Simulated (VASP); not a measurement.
# Si2Mo in VASP: further runs

Runs on Si2Mo. Level: PBE. Tasks: single point.

Program: VASP 6.6.1. These are calculated values, not measurements. Logs are shortened: lines on timing, memory, paths and dates and some standing lists are left out, and cuts for length are marked.

## 1. The cell of the first run

The cell holds a disordered packing, 6 atoms: a = 4.317 Å, b = 4.130 Å, c = 4.880 Å, α = 81.83°, β = 86.93°, γ = 89.68°.

## 2. Single point, PBE, non-collinear spin, zero start, spin-orbit coupling

Input file INCAR:

```
ALGO     = Normal         # electronic algorithm
EDIFF    = 1E-7           # SCF threshold, eV
ENCUT    = 520            # plane-wave cutoff, eV
GGA      = PE             # functional
GGA_COMPAT= F            
ISIF     = 2              # what is computed and relaxed
ISMEAR   = -1             # smearing method
LASPH    = T              # aspherical terms in the spheres
LCHARG   = T              # write CHGCAR
LMAXMIX  = 4              # l up to which the mixer works
LORBIT   = 11             # projections on sites
LORBMOM  = T            
LREAL    = F              # projectors in reciprocal space
LSORBIT  = T              # spin-orbit coupling
LVHAR    = T            
LWAVE    = F              # write WAVECAR
MAGMOM   = 0 0 0 0 0 0 0 0 0 0 0 0 0 0 0 0 0 0 # initial moments
NBANDS   = 60             # bands
NELM     = 150            # most SCF steps
PREC     = Accurate       # precision mode
SIGMA    = 0.05           # smearing width, eV
```

Input file KPOINTS:

```
k-points
0
Gamma
  4 4 3
```

Input file POSCAR:

```
Si2Mo
1.0
    4.2822350000     -0.5456250000     -0.0722480000
    0.5494970000      4.0429700000      0.6400400000
    0.3316530000     -0.1068210000      4.8679850000
Mo Si
2 4
Direct
    0.7556086626      0.7728941704      0.8488121943
    0.2979342900      0.5415134741      0.5741130822
    0.0415807728      0.2629814714     -0.0262056135
    0.8925498231      0.2233045631      0.4934998951
    0.4056883600      0.0878981955      0.2910762485
    0.8358936366      0.7450763192      0.3248962345
```

Potentials or basis: VASP PAW PBE potentials, release 64 (Mo_sv, Si).

Command:

```console
> cat potpaw_PBE.64/Mo_sv/POTCAR potpaw_PBE.64/Si/POTCAR > POTCAR
> mpirun -np 1 vasp_ncl > vasp.out
```

OUTCAR:

```text
EDIFF = 1E-7
   ENCUT = 520
   GGA = PE
   ISIF = 2
   ISMEAR = -1
   LASPH = T
   LORBIT = 11
   LREAL = F
   LSORBIT = T
   NELM = 150
   PREC = Accurate

 ion  position               nearest neighbor table
   1  0.756  0.773  0.849-   6 2.35   4 2.41   3 2.45   3 2.54   6 2.58   2 2.70   2 2.86   5 3.01
                             4 3.08   5 3.29
   2  0.298  0.542  0.574-   4 2.28   3 2.34   6 2.47   5 2.50   5 2.51   6 2.65   1 2.70   1 2.86
                             4 2.91   4 3.29
   3  0.042  0.263  0.974-   5 2.31   2 2.34   1 2.45   4 2.49   1 2.54   4 2.57   6 2.67   6 2.91
                             5 3.12
   4  0.893  0.223  0.493-   6 2.21   6 2.26   2 2.28   1 2.41   5 2.47   5 2.47   3 2.49   3 2.57
                             2 2.91   1 3.08   2 3.29
   5  0.406  0.088  0.291-   3 2.31   6 2.33   4 2.47   4 2.47   2 2.50   2 2.51   6 2.83   1 3.01
                             3 3.12   1 3.29
   6  0.836  0.745  0.325-   4 2.21   4 2.26   5 2.33   1 2.35   2 2.47   1 2.58   2 2.65   3 2.67
                             5 2.83   3 2.91

  LATTYP: Found a triclinic cell.
 ALAT       =     4.8804387506
 B/A-ratio  =     0.8462429475
 C/A-ratio  =     0.8846459244
 COS(alpha) =     0.0056579352
 COS(beta)  =     0.0534759977
 COS(gamma) =     0.1421917846

  Lattice vectors:

 A1 = (  -0.3316530000,   0.1068210000,  -4.8679850000)
 A2 = (  -0.5494970000,  -4.0429700000,  -0.6400400000)
 A3 = (  -4.2822350000,   0.5456250000,   0.0722480000)

Analysis of symmetry for initial positions (statically):
=====================================================================
 Subroutine PRICEL returns:
 Original cell was already a primitive cell.

 Routine SETGRP: Setting up the symmetry group for a
 triclinic supercell.

 Subroutine GETGRP returns: Found  1 space group operations
 (whereof  1 operations were pure point group operations)
 out of a pool of  2 trial point group operations.

The static configuration has the point symmetry C_1 .

Analysis of symmetry for dynamics (positions and initial velocities):
=====================================================================
 Subroutine PRICEL returns:
 Original cell was already a primitive cell.

 Routine SETGRP: Setting up the symmetry group for a
 triclinic supercell.

 Subroutine GETGRP returns: Found  1 space group operations
 (whereof  1 operations were pure point group operations)
 out of a pool of  2 trial point group operations.

The dynamic configuration has the point symmetry C_1 .

Analysis of structural, dynamic, and magnetic symmetry:
=====================================================================
 Subroutine PRICEL returns:
 Original cell was already a primitive cell.

 Routine SETGRP: Setting up the symmetry group for a
 triclinic supercell.

 Subroutine GETGRP returns: Found  1 space group operations
 (whereof  1 operations were pure point group operations)
 out of a pool of  2 trial point group operations.

The overall configuration has the point symmetry C_1 .

 Subroutine INISYM returns: Found  1 space group operations
 (whereof  1 operations are pure point group operations),
 and found     1 'primitive' translations

----------------------------------------------------------------------------------------

                                     Primitive cell

  volume of cell :      86.0168

  direct lattice vectors                    reciprocal lattice vectors
     4.282235000 -0.545625000 -0.072248000     0.229600465 -0.028630143 -0.016270794
     0.549497000  4.042970000  0.640040000     0.030968524  0.242625020  0.003214193
     0.331653000 -0.106821000  4.867985000    -0.000664119 -0.032325118  0.204759722

  length of vectors
     4.317460250  4.130036873  4.880438751     0.231949989  0.244614556  0.207296643

[... 148 lines left out ...]
  band No.  band energies     occupation
      1     -49.4503      1.00000
      2     -49.4503      1.00000
      3     -49.2362      1.00000
      4     -49.2362      1.00000
      5     -25.3167      1.00000
      6     -25.3167      1.00000
[... 1405 lines left out ...]
     55      14.1106      0.00000
     56      14.1495      0.00000

 [... further k-points ...]

 [bands above 56 left out]

------------------------ aborting loop because EDIFF is reached ----------------------------------------

  FORCE on cell =-STRESS in cart. coord.  units (eV):
  Direction    XX          YY          ZZ          XY          YZ          ZX
  --------------------------------------------------------------------------------------
  -------------------------------------------------------------------------------------
  Total       12.7735939     14.8168625     12.7839367      2.7421577     -2.7296039      3.5430022
  in kB      237.9253029    275.9839182    238.1179510     51.0763623    -50.8425300     65.9931627
  external PRESSURE =     250.6757240 kB  Pullay stress =       0.0000000 kB

 VOLUME and BASIS-vectors are now :
 -----------------------------------------------------------------------------
  energy-cutoff  :      520.00
  volume of cell :       86.02
      direct lattice vectors                 reciprocal lattice vectors
     4.282235000 -0.545625000 -0.072248000     0.229600465 -0.028630143 -0.016270794
     0.549497000  4.042970000  0.640040000     0.030968524  0.242625020  0.003214193
     0.331653000 -0.106821000  4.867985000    -0.000664119 -0.032325118  0.204759722

 POSITION                                       TOTAL-FORCE (eV/Angst)
 -----------------------------------------------------------------------------------
      3.94191      2.62184      4.57210        -2.190389      0.460130     -0.227029
      1.76379      1.96543      3.11984         3.690566      1.045713     -0.748121
      0.64553      0.93652      4.90573        -0.896631     -0.640259      0.582771
      4.10848      0.36310      2.48079        -1.404755     -0.916512      1.372231
      1.88209      0.10292      1.44390        -0.192651     -0.001040     -0.170453
      4.09666      2.52153      1.99808         0.993860      0.051968     -0.809398
 -----------------------------------------------------------------------------------
    total drift:                                0.000081      0.000175     -0.000313

  FREE ENERGIE OF THE ION-ELECTRON SYSTEM (eV)
  ---------------------------------------------------
  free  energy   TOTEN  =       -39.9092980514 eV

  energy  without entropy=      -39.8824752723  energy(sigma->0) =      -39.89588666

 orbital moment (x)

 # of ion     p       d       tot
 ----------------------------------------
  1         0.000  -0.000  -0.000
  2        -0.000  -0.000  -0.000
  3        -0.000   0.000  -0.000
  4        -0.000   0.000  -0.000
  5        -0.000   0.000  -0.000
  6         0.000   0.000   0.000
 ----------------------------------------
           -0.000  -0.000  -0.000

 orbital moment (y)

 # of ion     p       d       tot
 ----------------------------------------
  1         0.000   0.000   0.000
  2         0.000   0.000   0.000
  3        -0.000   0.000  -0.000
  4        -0.000   0.000  -0.000
  5         0.000   0.000   0.000
  6        -0.000   0.000  -0.000
 ----------------------------------------
            0.000   0.000   0.000

 orbital moment (z)

 # of ion     p       d       tot
 ----------------------------------------
  1         0.000  -0.000  -0.000
  2         0.000  -0.000   0.000
  3         0.000   0.000   0.000
  4         0.000   0.000   0.000
  5        -0.000   0.000  -0.000
  6         0.000   0.000   0.000
 ----------------------------------------
            0.000  -0.000  -0.000

 Spin-Orbit-Coupling matrix elements

 Ion:    1  E_soc:     -0.2063775
 l=   1
     0.0000000    -0.0304994    -0.0306573
    -0.0304994     0.0000000    -0.0305986
    -0.0306573    -0.0305986     0.0000000
 l=   2
     0.0000000    -0.0006441     0.0000000    -0.0007029    -0.0031995
    -0.0006441     0.0000000    -0.0021612    -0.0007540    -0.0007981
     0.0000000    -0.0021612     0.0000000    -0.0022756     0.0000000
    -0.0007029    -0.0007540    -0.0022756     0.0000000    -0.0008980
    -0.0031995    -0.0007981     0.0000000    -0.0008980     0.0000000
 l=   3
     0.0000000     0.0000000     0.0000000     0.0000000     0.0000000     0.0000000     0.0000000
     0.0000000     0.0000000     0.0000000     0.0000000     0.0000000     0.0000000     0.0000000
     0.0000000     0.0000000     0.0000000     0.0000000     0.0000000     0.0000000     0.0000000
     0.0000000     0.0000000     0.0000000     0.0000000     0.0000000     0.0000000     0.0000000
[... 89 lines left out ...]
 l=   2
     0.0000000     0.0000000     0.0000000     0.0000000     0.0000000
     0.0000000     0.0000000     0.0000000     0.0000000     0.0000000
     0.0000000     0.0000000     0.0000000     0.0000000     0.0000000
     0.0000000     0.0000000     0.0000000     0.0000000     0.0000000
     0.0000000     0.0000000     0.0000000     0.0000000     0.0000000
 l=   3
     0.0000000     0.0000000     0.0000000     0.0000000     0.0000000     0.0000000     0.0000000
     0.0000000     0.0000000     0.0000000     0.0000000     0.0000000     0.0000000     0.0000000
     0.0000000     0.0000000     0.0000000     0.0000000     0.0000000     0.0000000     0.0000000
     0.0000000     0.0000000     0.0000000     0.0000000     0.0000000     0.0000000     0.0000000
     0.0000000     0.0000000     0.0000000     0.0000000     0.0000000     0.0000000     0.0000000
     0.0000000     0.0000000     0.0000000     0.0000000     0.0000000     0.0000000     0.0000000
     0.0000000     0.0000000     0.0000000     0.0000000     0.0000000     0.0000000     0.0000000

 total charge

# of ion       s       p       d       tot
------------------------------------------
    1        2.330   6.144   4.249  12.724
    2        2.344   6.182   4.369  12.895
    3        0.789   0.919   0.000   1.708
    4        0.780   0.994   0.000   1.774
    5        0.781   0.883   0.000   1.664
    6        0.766   1.006   0.000   1.772
--------------------------------------------------
tot          7.791  16.127   8.619  32.537

 magnetization (x)

# of ion       s       p       d       tot
------------------------------------------
    1       -0.000  -0.000  -0.000  -0.000
    2        0.000   0.000   0.000   0.000
    3        0.000   0.000   0.000   0.000
    4        0.000   0.000   0.000   0.000
    5        0.000   0.000   0.000   0.000
    6        0.000   0.000   0.000   0.000
--------------------------------------------------
tot          0.000   0.000  -0.000   0.000

 magnetization (y)

# of ion       s       p       d       tot
------------------------------------------
    1       -0.000   0.000  -0.000  -0.000
    2        0.000   0.000   0.000   0.000
    3        0.000  -0.000   0.000  -0.000
    4        0.000   0.000   0.000   0.000
    5       -0.000  -0.000   0.000  -0.000
    6       -0.000   0.000   0.000   0.000
--------------------------------------------------
tot         -0.000  -0.000  -0.000  -0.000

 magnetization (z)

# of ion       s       p       d       tot
------------------------------------------
    1       -0.000  -0.000   0.000  -0.000
    2       -0.000  -0.000  -0.000  -0.000
    3       -0.000  -0.000   0.000  -0.000
    4        0.000   0.000   0.000   0.000
    5       -0.000  -0.000   0.000  -0.000
    6       -0.000  -0.000   0.000  -0.000
--------------------------------------------------
tot         -0.000  -0.000  -0.000  -0.000
```

Run time: 13 min. Hardware: 1 thread of Intel Xeon 8259CL, shared host; peak memory 0.53 GiB.

What came out:

- Free energy: -39.9093 eV
- Pressure: 25.1 GPa
- Largest force: 3.908 eV/Å
- Net moment: 0.00 μB per cell
- Valence electrons inside the program's atomic spheres: Mo 12.72, 12.89; Si 1.71, 1.77, 1.66 (each value once)

Forces on the atoms (eV/Å):
```
Mo  -2.190  0.460 -0.227
Mo   3.691  1.046 -0.748
Si  -0.897 -0.640  0.583
Si  -1.405 -0.917  1.372
Si  -0.193 -0.001 -0.170
Si   0.994  0.052 -0.809
```

Stress tensor (GPa, compression positive):
```
23.79  5.11  6.60
 5.11 27.60 -5.08
 6.60 -5.08 23.81
```

Moments on the atoms (μB; x, y, z):
```
Mo  0.00 0.00 0.00
Mo  0.00 0.00 0.00
Si  0.00 0.00 0.00
Si  0.00 0.00 0.00
Si  0.00 0.00 0.00
Si  0.00 0.00 0.00
```

Caveat: the k points lie up to 0.43 Å⁻¹ apart.

## 3. Single point, PBE, non-collinear spin, zero start, spin-orbit coupling

Input file INCAR:

```
SYSTEM = Si2Mo
PREC     = Accurate       ! precision mode
ENCUT    = 520            ! plane-wave cutoff, eV
EDIFF    = 1E-6           ! SCF threshold, eV
ISMEAR   = -1             ! smearing method
SIGMA    = 0.05           ! smearing width, eV
LREAL    = .False.        ! projectors in reciprocal space
LASPH    = .True.         ! aspherical terms in the spheres
NELM     = 150            ! most SCF steps
ALGO     = Normal         ! electronic algorithm
ISIF     = 2              ! what is computed and relaxed
LWAVE    = .False.        ! write WAVECAR
LCHARG   = .True.         ! write CHGCAR
MAGMOM   = 0 0 0 0 0 0 0 0 0 0 0 0 0 0 0 0 0 0 ! initial moments
LORBIT   = 11             ! projections on sites
LSORBIT  = .True.         ! spin-orbit coupling
GGA_COMPAT= .False.      
LORBMOM  = .True.       
LMAXMIX  = 4              ! l up to which the mixer works
GGA      = PE             ! functional
LVHAR    = .True.       
NBANDS   = 60             ! bands
```

Input file KPOINTS:

```
Automatic mesh
0
Gamma
  4 4 3
  0 0 0
```

Input file POSCAR:

```
Si2Mo
1.0
    4.2822350000     -0.5456250000     -0.0722480000
    0.5494970000      4.0429700000      0.6400400000
    0.3316530000     -0.1068210000      4.8679850000
Mo Si
2 4
Direct
    0.7672575695      0.7714750628      0.8462626581
    0.2978708161      0.5474331672      0.5736335355
    0.0406780717      0.2501018308     -0.0015144390
    0.8776656659      0.2189819682      0.4617369138
    0.4196870321      0.0921445631      0.2902984176
    0.8129166339      0.7394298113      0.3385842283
```

Potentials or basis: VASP PAW PBE potentials, release 64 (Mo_sv, Si).

Command:

```console
> cat potpaw_PBE.64/Mo_sv/POTCAR potpaw_PBE.64/Si/POTCAR > POTCAR
> mpirun -np 1 vasp_ncl > vasp.out
```

Wall time 23 min (1 thread of Intel Xeon 8259CL, shared host); peak memory 0.53 GiB.

It converged, with:

| Quantity | Value |
| --- | --- |
| Free energy | -39.2170 eV |
| Pressure | 27.0 GPa |
| Largest force | 3.571 eV/Å |
| Net moment | 0.00 μB per cell |
| Valence electrons inside the program's atomic spheres | Mo 12.69, 12.77; Si 1.71, 1.81, 1.82 (each value once) |

Forces on the atoms (eV/Å):
```
Mo  -1.392  0.251 -0.060
Mo   1.427  0.073  0.175
Si  -0.694  0.119 -1.574
Si   0.872 -0.014  3.463
Si  -1.538  0.291 -0.199
Si   1.326 -0.720 -1.805
```

Stress tensor (GPa, compression positive):
```
23.84  2.40  8.27
 2.40 32.99 -0.73
 8.27 -0.73 24.22
```

Moments on the atoms (μB; x, y, z):
```
Mo  0.00 0.00 0.00
Mo  0.00 0.00 0.00
Si  0.00 0.00 0.00
Si  0.00 0.00 0.00
Si  0.00 0.00 0.00
Si  0.00 0.00 0.00
```

Caveat: the k points lie up to 0.43 Å⁻¹ apart.
